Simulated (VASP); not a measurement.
# GaN (F-43m) in VASP: a series of runs

GaN is run at these levels: revPBE+D3(BJ), BLYP+D4; tasks: single point.

All numbers are computed with VASP 6.6.1; they aren't measurements. Logs are shortened: lines on timing, memory, paths and dates and some standing lists are left out, and cuts for length are marked.

## 1. The cell of the first run

The structure is cubic, space group F-43m (No. 216). The conventional cell has a = 4.507 Å, b = 4.507 Å, c = 4.507 Å, α = 90.00°, β = 90.00°, γ = 90.00°. Within 2.6 Å of Ga (site symmetry -43m) lie 4 N at 1.95 Å. N (site symmetry -43m) has 4 Ga at 1.95 Å within 2.6 Å.

## 2. Single point, revPBE+D3(BJ)

File INCAR:

```
SYSTEM = GaN
ALGO = Normal
EDIFF = 1E-7
ENCUT = 520
GGA = RE
ISIF = 2
ISMEAR = -1
IVDW = 12
LASPH = .TRUE.
LCHARG = .TRUE.
LELF = .TRUE.
LREAL = .FALSE.
LVHAR = .TRUE.
LWAVE = .FALSE.
NBANDS = 16
NELM = 100
PREC = Accurate
SIGMA = 0.05
```

File KPOINTS:

```
k-points
0
G
  10 10 10
  0 0 0
```

File POSCAR:

```
GaN
1.0
    0.0000000000      2.2535006075      2.2535006075
    2.2535006075      0.0000000000      2.2535006075
    2.2535006075      2.2535006075      0.0000000000
Ga N
1 1
Direct
    0.0000000000      0.0000000000      0.0000000000
    0.2500000000      0.2500000000      0.2500000000
```

Potentials or basis: VASP PAW PBE potentials, release 64 (Ga_d, N).

On the command line:

```console
> cat potpaw_PBE.64/Ga_d/POTCAR potpaw_PBE.64/N/POTCAR > POTCAR
> mpirun -np 1 vasp_std > vasp.out
```

OUTCAR:

```text
SYSTEM = GaN
   EDIFF = 1E-7
   ENCUT = 520
   GGA = RE
   ISIF = 2
   ISMEAR = -1
   IVDW = 12
   LASPH = .TRUE.
   LREAL = .FALSE.
   NELM = 100
   PREC = Accurate
 IVDW          = 12

 ion  position               nearest neighbor table
   1  0.000  0.000  0.000-   2 1.95   2 1.95   2 1.95   2 1.95
   2  0.250  0.250  0.250-   1 1.95   1 1.95   1 1.95   1 1.95

  LATTYP: Found a face centered cubic cell.
 ALAT       =     4.5070012150

  Lattice vectors:

 A1 = (   0.0000000000,   2.2535006075,   2.2535006075)
 A2 = (   2.2535006075,   0.0000000000,   2.2535006075)
 A3 = (   2.2535006075,   2.2535006075,   0.0000000000)

Analysis of symmetry for initial positions (statically):
=====================================================================
 Subroutine PRICEL returns:
 Original cell was already a primitive cell.

 Routine SETGRP: Setting up the symmetry group for a
 face centered cubic supercell.

 Subroutine GETGRP returns: Found 24 space group operations
 (whereof 24 operations were pure point group operations)
 out of a pool of 48 trial point group operations.

The static configuration has the point symmetry T_d .

Analysis of symmetry for dynamics (positions and initial velocities):
=====================================================================
 Subroutine PRICEL returns:
 Original cell was already a primitive cell.

 Routine SETGRP: Setting up the symmetry group for a
 face centered cubic supercell.

 Subroutine GETGRP returns: Found 24 space group operations
 (whereof 24 operations were pure point group operations)
 out of a pool of 48 trial point group operations.

The dynamic configuration has the point symmetry T_d .

 Subroutine INISYM returns: Found 24 space group operations
 (whereof 24 operations are pure point group operations),
 and found     1 'primitive' translations

----------------------------------------------------------------------------------------

                                     Primitive cell

  volume of cell :      22.8877

  direct lattice vectors                    reciprocal lattice vectors
     0.000000000  2.253500607  2.253500607    -0.221877020  0.221877020  0.221877020
     2.253500607  0.000000000  2.253500607     0.221877020 -0.221877020  0.221877020
     2.253500607  2.253500607  0.000000000     0.221877020  0.221877020 -0.221877020

  length of vectors
     3.186931122  3.186931122  3.186931122     0.384302272  0.384302272  0.384302272

  position of ions in fractional coordinates (direct lattice)
     0.000000000  0.000000000  0.000000000
     0.250000000  0.250000000  0.250000000

  ion indices of the primitive-cell ions
   primitive index   ion index
                 1           1
                 2           2

----------------------------------------------------------------------------------------

 KPOINTS: k-points

Automatic generation of k-mesh.
 Grid dimensions read from file:
 generate k-points for:   10   10   10

 Generating k-lattice:

  Cartesian coordinates                     Fractional coordinates (reciprocal lattice)
    -0.022187702  0.022187702  0.022187702     0.100000000  0.000000000  0.000000000
     0.022187702 -0.022187702  0.022187702     0.000000000  0.100000000  0.000000000
     0.022187702  0.022187702 -0.022187702     0.000000000  0.000000000  0.100000000

  Length of vectors
     0.038430227  0.038430227  0.038430227

  Shift w.r.t. Gamma in fractional coordinates (k-lattice)
     0.000000000  0.000000000  0.000000000

 Subroutine IBZKPT returns following result:
 ===========================================

 Found     47 irreducible k-points:

 Following reciprocal coordinates:
            Coordinates               Weight
  0.000000  0.000000  0.000000      1.000000
  0.100000  0.000000  0.000000      8.000000
  0.200000  0.000000  0.000000      8.000000
  0.300000  0.000000  0.000000      8.000000
  0.400000  0.000000  0.000000      8.000000
  0.500000  0.000000  0.000000      4.000000
[... 16 lines left out ...]
  0.300000  0.300000  0.000000      6.000000
  0.400000  0.300000  0.000000     24.000000
 [... further k-points ...]
   k-points           NKPTS =     47   k-points in BZ     NKDIM =     47   number of bands    NBANDS=     16
   number of dos      NEDOS =    301   number of ions     NIONS =      2
   total plane-waves  NPLWV =  13824
   dimension x,y,z NGX =    24 NGY =   24 NGZ =   24
   dimension x,y,z NGXF=    48 NGYF=   48 NGZF=   48
   ions per type =               1   1
   NGX,Y,Z   is equivalent  to a cutoff of  12.52, 12.52, 12.52 a.u.
   NGXF,Y,Z  is equivalent  to a cutoff of  25.04, 25.04, 25.04 a.u.
 SYSTEM =  GaN
   PREC   = accura    normal or accurate (medium, high low for compatibility)
   ISTART =      0    job   : 0-new  1-cont  2-samecut
   ICHARG =      2    charge: 1-file 2-atom 10-const
   ISPIN  =      1    spin polarized calculation?
   LNONCOLLINEAR =      F non collinear calculations
   LSORBIT =      F    spin-orbit coupling
   LASPH  =      T    aspherical Exc in radial PAW
   ENCUT  =  520.0 eV  38.22 Ry    6.18 a.u.   5.93  5.93  5.93*2*pi/ulx,y,z
   NELM   =    100;   NELMIN=  2; NELMDL= -5     # of ELM steps
   EDIFF  = 0.1E-06   stopping-criterion for ELM
   LREAL  =      F    real-space projection
   EDIFFG = 0.1E-05   stopping-criterion for IOM
   NSW    =      0    number of steps for IOM
   IBRION =     -1    ionic relax: 0-MD 1-quasi-New 2-CG
   NFREE  =      0    steps in history (QN), initial steepest desc. (CG)
   ISIF   =      2    stress and relaxation
   ISYM   =      2    0-nonsym 1-usesym 2-fastsym
   POTIM  = 0.5000    time-step for ionic-motion
   TEBEG  =    0.0;   TEEND  =   0.0 temperature during run
   PSTRESS=    0.0 pullay stress
   NELECT =      18.0000    total number of electrons
   NUPDOWN=      -1.0000    fix difference up-down
   EMIN   =  10.00;   EMAX   =-10.00  energy-range for DOS
   EFERMI =   0.00;   METHOD = LEGACY
   ISMEAR =    -1;   SIGMA  =   0.05  broadening in eV -4-tet -1-fermi 0-gaus
   EFERMI_NEDOS =   21; number of points for ismear=-14 and -15
   IALGO  =     38    algorithm
   IMIX   =      4    mixing-type and parameters
     AMIX     =   0.40;   BMIX     =  1.00
     AMIX_MAG =   1.60;   BMIX_MAG =  1.00
  volume/ion in A,a.u.               =      11.44        77.23
  Fermi-wavevector in a.u.,A,eV,Ry     =   1.511117  2.855596 31.068543  2.283473
  Thomas-Fermi vector in A             =   2.621216
   LORBIT       =      0    0 simple, 1 ext, 2 COOP (PROOUT), +10 PAW based schemes
   GGA     = RE    functional components
   LHFCALC =     F    Hartree Fock is set to
   AEXX    =    0.0000 exact exchange contribution
   IVDW    =    12    specifies the selected vdW correction
   LEPSILON=     F    determine dielectric tensor
   LRPA    =     F    only Hartree local field effects (RPA)
 non-spin polarized calculation
  energy-cutoff  :      520.00
  volume of cell :       22.89
 maximum number of plane-waves:       636
   NGX = 11   NGY = 11   NGZ = 11

 number of electron      18.0000004 magnetization

 Free energy of the ion-electron system (eV)
  ---------------------------------------------------
  ext. energy  EPLUGINS =         0.00000000
  ---------------------------------------------------
  free energy    TOTEN  =       -11.43713366 eV

  energy without entropy =      -11.43713366  energy(sigma->0) =      -11.43713366

 E-fermi :   6.2846     XC(G=0): -11.5240

 val. band max:        5.3806193714   @ k =   0.0000   0.0000   0.0000
 cond. band min:       7.1436183117   @ k =   0.0000   0.0000   0.0000
 fundamental gap:      1.7629989403
 Fermi energy:         6.2846233511

 k-point     1 :       0.0000    0.0000    0.0000
  band No.  band energies     occupation
      1     -10.5826      2.00000
      2      -8.0643      2.00000
      3      -8.0643      2.00000
      4      -8.0643      2.00000
      5      -7.7449      2.00000
      6      -7.7449      2.00000
[... 8 lines left out ...]
     15      24.3019      0.00000
     16      24.3019      0.00000

 k-point     2 :       0.1000    0.0000    0.0000
  band No.  band energies     occupation
      1     -10.4736      2.00000
      2      -8.0507      2.00000
      3      -8.0507      2.00000
      4      -8.0250      2.00000
      5      -7.7461      2.00000
      6      -7.7461      2.00000
[... 8 lines left out ...]
     15      22.9725      0.00000
     16      23.0457      0.00000

 k-point     3 :       0.2000    0.0000    0.0000
  band No.  band energies     occupation
      1     -10.1990      2.00000
      2      -8.0192      2.00000
      3      -8.0192      2.00000
      4      -7.8619      2.00000
      5      -7.7449      2.00000
      6      -7.7449      2.00000
[... 8 lines left out ...]
     15      22.2021      0.00000
     16      22.2021      0.00000

 k-point     4 :       0.3000    0.0000    0.0000
  band No.  band energies     occupation
      1      -9.9063      2.00000
      2      -7.9911      2.00000
      3      -7.9911      2.00000
      4      -7.7314      2.00000
      5      -7.7314      2.00000
      6      -7.4689      2.00000
[... 8 lines left out ...]
     15      22.6895      0.00000
     16      22.6896      0.00000

 k-point     5 :       0.4000    0.0000    0.0000
  band No.  band energies     occupation
      1      -9.7295      2.00000
      2      -7.9789      2.00000
      3      -7.9789      2.00000
      4      -7.7091      2.00000
      5      -7.7091      2.00000
      6      -6.8701      2.00000
[... 8 lines left out ...]
     15      24.0984      0.00000
     16      24.0984      0.00000

 k-point     6 :       0.5000    0.0000    0.0000
  band No.  band energies     occupation
      1      -9.6778      2.00000
      2      -7.9766      2.00000
      3      -7.9766      2.00000
      4      -7.6980      2.00000
      5      -7.6980      2.00000
      6      -6.5178      2.00000
[... 8 lines left out ...]
     15      25.1149      0.00000
     16      25.1149      0.00000

 k-point     7 :       0.1000    0.1000    0.0000
  band No.  band energies     occupation
      1     -10.4378      2.00000
      2      -8.0385      2.00000
      3      -8.0385      2.00000
      4      -8.0278      2.00000
      5      -7.7550      2.00000
      6      -7.7376      2.00000
[... 8 lines left out ...]
     15      24.5131      0.00000
     16      25.0010      0.00000

 k-point     8 :       0.2000    0.1000    0.0000
  band No.  band energies     occupation
      1     -10.2198      2.00000
      2      -8.0181      2.00000
      3      -8.0058      2.00000
      4      -7.9166      2.00000
      5      -7.7523      2.00000
      6      -7.7303      2.00000
[... 8 lines left out ...]
     15      24.0720      0.00000
     16      24.1445      0.00000

 k-point     9 :       0.3000    0.1000    0.0000
  band No.  band energies     occupation
      1      -9.9377      2.00000
      2      -7.9928      2.00000
      3      -7.9737      2.00000
      4      -7.7915      2.00000
      5      -7.7177      2.00000
      6      -7.5474      2.00000
[... 8 lines left out ...]
     15      23.2269      0.00000
     16      24.1170      0.00000
[... 172 lines left out ...]
 k-point    19 :       0.5000    0.2000    0.0000
  band No.  band energies     occupation
      1      -9.6030      2.00000
      2      -7.9601      2.00000
      3      -7.8996      2.00000
      4      -7.7857      2.00000
      5      -7.6940      2.00000
      6      -6.4125      2.00000
[... 8 lines left out ...]
     15      25.7061      0.00000
     16      26.0719      0.00000

 k-point    20 :      -0.4000    0.2000    0.0000
  band No.  band energies     occupation
      1      -9.5955      2.00000
      2      -7.9651      2.00000
      3      -7.9057      2.00000
      4      -7.7554      2.00000
      5      -7.7179      2.00000
      6      -6.2890      2.00000
[... 8 lines left out ...]
     15      24.0793      0.00000
     16      25.7257      0.00000

 k-point    21 :      -0.3000    0.2000    0.0000
  band No.  band energies     occupation
      1      -9.6615      2.00000
      2      -7.9668      2.00000
      3      -7.9238      2.00000
      4      -7.7512      2.00000
      5      -7.7476      2.00000
      6      -6.7423      2.00000
[... 8 lines left out ...]
     15      22.7861      0.00000
     16      26.0638      0.00000

 k-point    22 :      -0.2000    0.2000    0.0000
  band No.  band energies     occupation
      1      -9.8165      2.00000
      2      -7.9744      2.00000
      3      -7.9606      2.00000
      4      -7.7667      2.00000
      5      -7.7566      2.00000
      6      -7.2956      2.00000
[... 8 lines left out ...]
     15      22.8460      0.00000
     16      26.0195      0.00000

 k-point    23 :       0.3000    0.3000    0.0000
  band No.  band energies     occupation
      1      -9.7307      2.00000
      2      -7.9147      2.00000
      3      -7.8750      2.00000
      4      -7.8750      2.00000
      5      -7.6948      2.00000
      6      -7.2819      2.00000
[... 8 lines left out ...]
     15      27.4193      0.00000
     16      27.9013      0.00000

 k-point    24 :       0.4000    0.3000    0.0000
  band No.  band energies     occupation
      1      -9.6136      2.00000
      2      -7.9333      2.00000
      3      -7.8404      2.00000
      4      -7.8403      2.00000
      5      -7.6847      2.00000
      6      -6.8343      2.00000
[... 8 lines left out ...]
     15      27.7488      0.00000
     16      27.8304      0.00000

 [... further k-points ...]

------------------------ aborting loop because EDIFF is reached ----------------------------------------

 Edisp (eV)   -0.98297

 E8    (eV) :    -0.6616

  FORCE on cell =-STRESS in cart. coord.  units (eV):
  Direction    XX          YY          ZZ          XY          YZ          ZX
  --------------------------------------------------------------------------------------
  -------------------------------------------------------------------------------------
  Total       0.07145     0.07145     0.07145    -0.00000     0.00000     0.00000
  in kB       5.00136     5.00136     5.00136    -0.00000     0.00000     0.00000
  external pressure =        5.00 kB  Pullay stress =        0.00 kB

 VOLUME and BASIS-vectors are now :
 -----------------------------------------------------------------------------
  energy-cutoff  :      520.00
  volume of cell :       22.89
      direct lattice vectors                 reciprocal lattice vectors
     0.000000000  2.253500607  2.253500607    -0.221877020  0.221877020  0.221877020
     2.253500607  0.000000000  2.253500607     0.221877020 -0.221877020  0.221877020
     2.253500607  2.253500607  0.000000000     0.221877020  0.221877020 -0.221877020

 POSITION                                       TOTAL-FORCE (eV/Angst)
 -----------------------------------------------------------------------------------
      0.00000      0.00000      0.00000        -0.000000     -0.000000     -0.000000
      1.12675      1.12675      1.12675         0.000000      0.000000      0.000000
 -----------------------------------------------------------------------------------
    total drift:                                0.000001      0.000001      0.000001

  FREE ENERGIE OF THE ION-ELECTRON SYSTEM (eV)
  ---------------------------------------------------
  free  energy   TOTEN  =       -12.4201049332 eV

  energy  without entropy=      -12.4201049329  energy(sigma->0) =      -12.42010493
```

Run time: 16 s. Hardware: 1 thread of Intel Xeon Platinum 8259CL at 2.50GHz (Skylake/Cascade Lake), shared host; peak memory 0.15 GiB.

Results:

```
Free energy                : -12.4201 eV
Pressure                   : 0.5 GPa
Band gap on the k mesh     : 1.76 eV, direct
Dispersion energy per atom : -0.491 eV
```

Levels at points of the mesh, in eV from the valence-band top:
```tsv
k point	band 6	band 7	band 8	band 9	band 10	band 11	band 12	band 13
(0.00, 0.00, 0.00)	-13.13	0.00	0.00	0.00	1.76	10.36	10.36	10.36
(0.50, 0.00, 0.00)	-11.90	-7.01	-0.96	-0.96	4.70	8.79	10.41	10.41
(0.50, 0.50, 0.00)	-11.48	-6.10	-2.69	-2.69	3.39	6.73	11.81	14.04
```

Caveat: the PAW data sets were made with another functional, which shifts forces and pressure a little.

## 3. Single point, BLYP+D4

This run uses another cell than the first one, of 11.21 Å³/atom, 0.980 times its volume.

File INCAR:

```
  PREC = Accurate
  ENCUT = 520
  EDIFF = 1E-6
  ISMEAR = -1
  SIGMA = 0.05
  LREAL = F
  LASPH = T
  NELM = 80
  ALGO = Normal
  ISIF = 2
  LWAVE = F
  LCHARG = F
  GGA = B5
  ALDAX = 1.0
  AGGAX = 1.0
  AGGAC = 1.0
  ALDAC = 0.0
  IVDW = 13
  VDW_S6 = 1.0
  VDW_S8 = 2.34076671
  VDW_A1 = 0.44488865
  VDW_A2 = 4.0933009
  NBANDS = 16
```

File KPOINTS:

```
regular mesh
0
Gamma
  10 10 10
```

File POSCAR:

```
GaN
1.0
    0.0000000000      2.2383759866      2.2383759866
    2.2383759866      0.0000000000      2.2383759866
    2.2383759866      2.2383759866      0.0000000000
Ga N
1 1
Direct
    0.0000000000      0.0000000000      0.0000000000
    0.2500000000      0.2500000000      0.2500000000
```

Potentials or basis: VASP PAW PBE potentials, release 64 (Ga_d, N).

On the command line:

```console
> cat potpaw_PBE.64/Ga_d/POTCAR potpaw_PBE.64/N/POTCAR > POTCAR
> mpirun -np 1 vasp_std > vasp.out
```

OUTCAR:

```text
PREC = Accurate
   ENCUT = 520
   EDIFF = 1E-6
   ISMEAR = -1
   LREAL = F
   LASPH = T
   NELM = 80
   ISIF = 2
   GGA = B5
   IVDW = 13

 ion  position               nearest neighbor table
   1  0.000  0.000  0.000-   2 1.94   2 1.94   2 1.94   2 1.94
   2  0.250  0.250  0.250-   1 1.94   1 1.94   1 1.94   1 1.94

  LATTYP: Found a face centered cubic cell.
 ALAT       =     4.4767519732

  Lattice vectors:

 A1 = (   0.0000000000,   2.2383759866,   2.2383759866)
 A2 = (   2.2383759866,   0.0000000000,   2.2383759866)
[... 641 lines left out ...]

  DFT-D4 for vdW energy calculation

  Edisp (eV):   -1.56254

  FORCE on cell =-STRESS in cart. coord.  units (eV):
  Direction    XX          YY          ZZ          XY          YZ          ZX
  --------------------------------------------------------------------------------------
  -------------------------------------------------------------------------------------
  Total       0.61927     0.61927     0.61927    -0.00000     0.00000     0.00000
  in kB      44.23425    44.23425    44.23425    -0.00000     0.00000     0.00000
  external pressure =       44.23 kB  Pullay stress =        0.00 kB

 VOLUME and BASIS-vectors are now :
 -----------------------------------------------------------------------------
  energy-cutoff  :      520.00
  volume of cell :       22.43
      direct lattice vectors                 reciprocal lattice vectors
     0.000000000  2.238375987  2.238375987    -0.223376235  0.223376235  0.223376235
     2.238375987  0.000000000  2.238375987     0.223376235 -0.223376235  0.223376235
     2.238375987  2.238375987  0.000000000     0.223376235  0.223376235 -0.223376235

 POSITION                                       TOTAL-FORCE (eV/Angst)
 -----------------------------------------------------------------------------------
      0.00000      0.00000      0.00000        -0.000000     -0.000000     -0.000000
      1.11919      1.11919      1.11919         0.000000      0.000000      0.000000
 -----------------------------------------------------------------------------------
    total drift:                                0.000004      0.000004      0.000004

  FREE ENERGIE OF THE ION-ELECTRON SYSTEM (eV)
  ---------------------------------------------------
  free  energy   TOTEN  =       -12.4824030495 eV

  energy  without entropy=      -12.4824030494  energy(sigma->0) =      -12.48240305
```

Run time: 23 s. Hardware: 1 thread of Intel Xeon Platinum 8259CL at 2.50GHz (Skylake/Cascade Lake), shared host; peak memory 0.14 GiB.

What came out:

```
Free energy                : -12.4824 eV
Pressure                   : 4.4 GPa
Band gap on the k mesh     : 1.95 eV, direct
Dispersion energy per atom : -0.781 eV
```

Levels at points of the mesh, in eV from the valence-band top:
```
           k point  band 7  band 8  band 9  band 10  band 11  band 12
(0.00, 0.00, 0.00)    0.00    0.00    0.00     1.95    10.44    10.44
(0.50, 0.00, 0.00)   -7.09   -0.99   -0.99     4.81     8.97    10.54
(0.50, 0.50, 0.00)   -6.18   -2.74   -2.74     3.61     6.81    11.98
```

Caveat: the PAW data sets were made with another functional, which shifts forces and pressure a little. Expect the measured gap to be larger: semilocal functionals such as BLYP lack the derivative discontinuity.
